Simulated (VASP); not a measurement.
# Mo (R-3m) in VASP: notebook, part 2 of 2

VASP 6.6.1. The steps go on from the part before.

## 3. Single point, PBE

File INCAR:

```
  PREC = Accurate
  ENCUT = 520
  EDIFF = 1E-6
  ISMEAR = 0
  SIGMA = 0.15
  LREAL = F
  LASPH = T
  NELM = 80
  ALGO = Fast
  ISIF = 2
  LWAVE = F
  LCHARG = T
  GGA = PE
  LELF = T
  LVHAR = T
  NBANDS = 13
```

File KPOINTS:

```
Automatic mesh
0
Gamma
  22 22 22
```

File POSCAR:

```
Mo
1.0
   -1.1799859584      1.6373302972      1.6373302972
    1.6373302972     -1.1799859584      1.6373302972
    1.6373302972      1.6373302972     -1.1799859584
Mo
1
Direct
    0.0000000000      0.0000000000      0.0000000000
```

Potentials or basis: VASP PAW PBE potentials, release 64 (Mo_sv).

Started as:

```
cat potpaw_PBE.64/Mo_sv/POTCAR > POTCAR
mpirun -np 1 vasp_std > vasp.out
```

OUTCAR:

```text
PREC = Accurate
   ENCUT = 520
   EDIFF = 1E-6
   ISMEAR = 0
   LREAL = F
   LASPH = T
   NELM = 80
   ISIF = 2
   GGA = PE

 ion  position               nearest neighbor table
   1  0.000  0.000  0.000-

  LATTYP: Found a trigonal (rhomboedric) cell.
 ALAT       =     2.5988589547
 COS(alpha) =    -0.1751837620

  Lattice vectors:

 A1 = (  -1.1799859584,   1.6373302972,   1.6373302972)
 A2 = (   1.6373302972,  -1.1799859584,   1.6373302972)
 A3 = (   1.6373302972,   1.6373302972,  -1.1799859584)

Analysis of symmetry for initial positions (statically):
=====================================================================
 Subroutine PRICEL returns:
 Original cell was already a primitive cell.

 Routine SETGRP: Setting up the symmetry group for a
 trigonal (rhombohedral) supercell.

 Subroutine GETGRP returns: Found 12 space group operations
 (whereof 12 operations were pure point group operations)
 out of a pool of 12 trial point group operations.

The static configuration has the point symmetry D_3d.

Analysis of symmetry for dynamics (positions and initial velocities):
=====================================================================
 Subroutine PRICEL returns:
 Original cell was already a primitive cell.

 Routine SETGRP: Setting up the symmetry group for a
 trigonal (rhombohedral) supercell.

 Subroutine GETGRP returns: Found 12 space group operations
 (whereof 12 operations were pure point group operations)
 out of a pool of 12 trial point group operations.

The dynamic configuration has the point symmetry D_3d.

 Subroutine INISYM returns: Found 12 space group operations
 (whereof 12 operations are pure point group operations),
 and found     1 'primitive' translations

----------------------------------------------------------------------------------------
[... 111 lines left out ...]
     AMIX_MAG =   1.60;   BMIX_MAG =  1.00
  volume/ion in A,a.u.               =      16.63       112.20
  Fermi-wavevector in a.u.,A,eV,Ry     =   1.545924  2.921374 32.516322  2.389882
  Thomas-Fermi vector in A             =   2.651234
   LORBIT       =      0    0 simple, 1 ext, 2 COOP (PROOUT), +10 PAW based schemes
   GGA     = PE    functional components
   LHFCALC =     F    Hartree Fock is set to
   AEXX    =    0.0000 exact exchange contribution
   IVDW    =     0    specifies the selected vdW correction
   LEPSILON=     F    determine dielectric tensor
   LRPA    =     F    only Hartree local field effects (RPA)
 non-spin polarized calculation
 RMM-DIIS sequential band-by-band and
 Gauss-broadening in eV      SIGMA  =   0.15
  energy-cutoff  :      520.00
  volume of cell :       16.63
 maximum number of plane-waves:       466
   NGX =  9   NGY =  9   NGZ =  9

 number of electron      14.0000003 magnetization

 Free energy of the ion-electron system (eV)
  ---------------------------------------------------
  ext. energy  EPLUGINS =         0.00000000
  ---------------------------------------------------
  free energy    TOTEN  =       -10.26785072 eV

  energy without entropy =      -10.26130950  energy(sigma->0) =      -10.26458011

 E-fermi :  11.7018     XC(G=0): -12.9515

 val. band max:       11.6989502521   @ k =  -0.3182   0.2727   0.1818
 cond. band min:      11.7131773258   @ k =  -0.3182   0.4091   0.0455
 fundamental gap:      0.0142270737
 Fermi energy:        11.7018070839

 k-point     1 :       0.0000    0.0000    0.0000
  band No.  band energies     occupation
      1     -49.6503      2.00000
      2     -23.1018      2.00000
      3     -22.7602      2.00000
      4     -22.7602      2.00000
      5       4.7660      2.00000
      6       7.8257      2.00000
      7       7.8257      2.00000
      8      14.0165      0.00000
      9      14.8600      0.00000
     10      14.8600      0.00000
     11      25.7139      0.00000
     12      25.7139      0.00000
     13      31.8008      0.00000
[... 354 lines left out ...]
  band No.  band energies     occupation
      1     -49.4391      2.00000
      2     -24.3627      2.00000
      3     -22.9170      2.00000
      4     -22.6850      2.00000
      5       7.3414      2.00000
      6       8.1062      2.00000
      7      11.0845      2.00000
      8      13.2515      0.00000
      9      13.7664      0.00000
     10      14.9659      0.00000
     11      21.4105      0.00000
     12      26.0885      0.00000
     13      30.5286      0.00000

 [... further k-points ...]
[... 5 lines left out ...]
  --------------------------------------------------------------------------------------
  -------------------------------------------------------------------------------------
  Total        0.2948932      0.2948932      0.2948932     -1.3037571     -1.3037571     -1.3037571
  in kB       28.4176130     28.4176130     28.4176130   -125.6375566   -125.6375566   -125.6375566
  external PRESSURE =      28.4176130 kB  Pullay stress =       0.0000000 kB

 VOLUME and BASIS-vectors are now :
 -----------------------------------------------------------------------------
  energy-cutoff  :      520.00
  volume of cell :       16.63
      direct lattice vectors                 reciprocal lattice vectors
    -1.179985958  1.637330297  1.637330297    -0.077498114  0.277449613  0.277449613
     1.637330297 -1.179985958  1.637330297     0.277449613 -0.077498114  0.277449613
     1.637330297  1.637330297 -1.179985958     0.277449613  0.277449613 -0.077498114

 POSITION                                       TOTAL-FORCE (eV/Angst)
 -----------------------------------------------------------------------------------
      0.00000      0.00000      0.00000         0.000000     -0.000000      0.000000
 -----------------------------------------------------------------------------------
    total drift:                               -0.000000     -0.000000      0.000000

  FREE ENERGIE OF THE ION-ELECTRON SYSTEM (eV)
  ---------------------------------------------------
  free  energy   TOTEN  =       -10.2678507187 eV

  energy  without entropy=      -10.2613094964  energy(sigma->0) =      -10.26458011
```

stdout:

```text
POSCAR found type information on POSCAR Mo
 POSCAR found :  1 types and       1 ions
 scaLAPACK will be used
 LDA part: xc-table for (Slater+PW92), standard interpolation
 POSCAR, INCAR and KPOINTS ok, starting setup
 FFT: planning ... GRIDC
 FFT: planning ... GRID_SOFT
 FFT: planning ... GRID
 WAVECAR not read
 entering main loop
```

It took 2 min on 1 thread of AMD EPYC 7R43 (Zen 3), shared host; peak memory 0.26 GiB.

What came out:

```
Free energy            : -10.2679 eV
Pressure               : 2.8 GPa
Band gap on the k mesh : zero (band 7 reaches 12.92 eV, above the bottom of band 8 at 10.48 eV)
```

Levels at points of the mesh, in eV from the Fermi level:
| k point | band 4 | band 5 | band 6 | band 7 | band 8 | band 9 | band 10 | band 11 |
| --- | --- | --- | --- | --- | --- | --- | --- | --- |
| (0.00, 0.00, 0.00) | -34.46 | -6.94 | -3.88 | -3.88 | 2.31 | 3.16 | 3.16 | 14.01 |
| (0.50, 0.00, 0.00) | -34.37 | -4.42 | -3.67 | 0.13 | 1.50 | 1.61 | 3.33 | 9.67 |
| (0.50, 0.50, 0.00) | -34.39 | -5.57 | -3.09 | 1.04 | 1.74 | 3.77 | 5.74 | 8.40 |
| (0.50, 0.50, 0.50) | -35.37 | -4.89 | -4.89 | -1.45 | 5.74 | 5.74 | 7.36 | 10.87 |

## 4. Single point, PBE

This run uses another cell than the first one, of the same volume but with other edges.

File INCAR:

```
SYSTEM = Mo
ALGO     = Fast           ! electronic algorithm
EDIFF    = 1E-6           ! SCF threshold, eV
ENCUT    = 520            ! plane-wave cutoff, eV
GGA      = PE             ! functional
ISIF     = 2              ! what is computed and relaxed
ISMEAR   = 0              ! smearing method
LASPH    = .True.         ! aspherical terms in the spheres
LCHARG   = .True.         ! write CHGCAR
LELF     = .True.         ! ELF
LREAL    = .False.        ! projectors in reciprocal space
LVHAR    = .True.       
LWAVE    = .False.        ! write WAVECAR
NBANDS   = 13             ! bands
NELM     = 80             ! most SCF steps
PREC     = Accurate       ! precision mode
SIGMA    = 0.15           ! smearing width, eV
```

File KPOINTS:

```
k-points
0
Gamma
  22 22 22
  0 0 0
```

File POSCAR:

```
Mo
1.0
   -2.2537361194      1.6675098474      1.6675098474
    1.6675098474     -2.2537361194      1.6675098474
    1.6675098474      1.6675098474     -2.2537361194
Mo
1
Direct
    0.0000000000      0.0000000000      0.0000000000
```

Started as:

```
cat potpaw_PBE.64/Mo_sv/POTCAR > POTCAR
mpirun -np 1 vasp_std > vasp.out
```

Wall time 3.1 min (1 thread of AMD EPYC 7R43 (Zen 3), shared host); peak memory 0.27 GiB.

It converged, with:

```yaml
Free_energy: -6.0220 eV
Pressure: 108.2 GPa
Band_gap_on_the_k_mesh: zero (band 7 reaches 13.97 eV, above the bottom of band 8 at 8.60 eV)
```

Stress tensor (GPa, compression positive):
```
108.21 122.46 122.46
122.46 108.21 122.46
122.46 122.46 108.21
```

Levels at points of the mesh, in eV from the Fermi level:
```csv
k point,band 5,band 6,band 7,band 8,band 9,band 10
"(0.00, 0.00, 0.00)",-8.38,-4.57,-2.97,-2.97,8.89,8.89
"(0.50, 0.00, 0.00)",-7.36,-6.60,1.48,2.28,5.04,5.55
"(0.50, 0.50, 0.00)",-6.73,-5.00,-0.89,0.08,4.74,8.94
"(0.50, 0.50, 0.50)",-7.50,-7.50,2.41,2.41,8.45,9.72
```

## 5. Single point, PBE

This run uses another cell than the first one, of 13.26 Å³/atom, 0.797 times its volume.

File INCAR:

```
PREC = Accurate
ENCUT = 520
EDIFF = 1E-7
ISMEAR = 0
SIGMA = 0.15
LREAL = False
LASPH = True
NELM = 100
ALGO = Fast
ISIF = 2
LWAVE = False
LCHARG = False
GGA = PE
NBANDS = 13
```

File KPOINTS:

```
Automatic mesh
0
Gamma
  22 22 22
```

File POSCAR:

```
Mo
1.0
   -1.0942532306      1.5183688878      1.5183688878
    1.5183688878     -1.0942532306      1.5183688878
    1.5183688878      1.5183688878     -1.0942532306
Mo
1
Direct
    0.0000000000      0.0000000000      0.0000000000
```

Started as:

```
cat potpaw_PBE.64/Mo_sv/POTCAR > POTCAR
mpirun -np 1 vasp_std > vasp.out
```

Run time: 2.7 min. Hardware: 1 thread of Intel Xeon Platinum 8259CL at 2.50GHz (Skylake/Cascade Lake), shared host; peak memory 0.26 GiB.

The run converged. Its results:

| Quantity | Value |
| --- | --- |
| Free energy | -9.5013 eV |
| Pressure | 83.9 GPa |
| Band gap on the k mesh | zero (band 7 reaches 17.11 eV, above the bottom of band 8 at 13.76 eV) |

Stress tensor (GPa, compression positive):
```
 83.94 -22.58 -22.58
-22.58  83.94 -22.58
-22.58 -22.58  83.94
```

Levels at points of the mesh, in eV from the Fermi level:
```csv
k point,band 5,band 6,band 7,band 8,band 9,band 10
"(0.00, 0.00, 0.00)",-7.65,-5.24,-5.24,3.03,4.11,4.11
"(0.50, 0.00, 0.00)",-5.34,-4.97,0.54,1.99,2.00,4.43
"(0.50, 0.50, 0.00)",-7.64,-3.96,1.21,2.21,5.01,7.80
"(0.50, 0.50, 0.50)",-6.79,-6.79,-2.15,7.07,7.80,7.80
```

## 6. The runs side by side

```csv
cell,further INCAR settings,gap on the mesh (eV),pressure (GPa)
"a = 2.558 Å, angles 86.0°, 1 atom",ALGO = Fast; EDIFF = 1e-06; NBANDS = 13,none,11.0
"a = 2.599 Å, angles 100.1°, 1 atom",ALGO = Fast; EDIFF = 1e-06; NBANDS = 13,none,2.8
"a = 3.262 Å, angles 116.4°, 1 atom",ALGO = Fast; EDIFF = 1e-06; NBANDS = 13,none,108.2
"a = 2.410 Å, angles 100.1°, 1 atom",ALGO = Fast; EDIFF = 1e-07; NBANDS = 13,none,83.9
```

Alike in all rows: task single point; level PBE; potentials or basis VASP PAW PBE potentials, release 64 (Mo_sv); no spin polarisation; k mesh 22 × 22 × 22; cutoff (eV) 520; smearing gaussian 0.15 eV.

Total energies depend on the potentials used, so only differences within one code and one set of settings carry meaning.
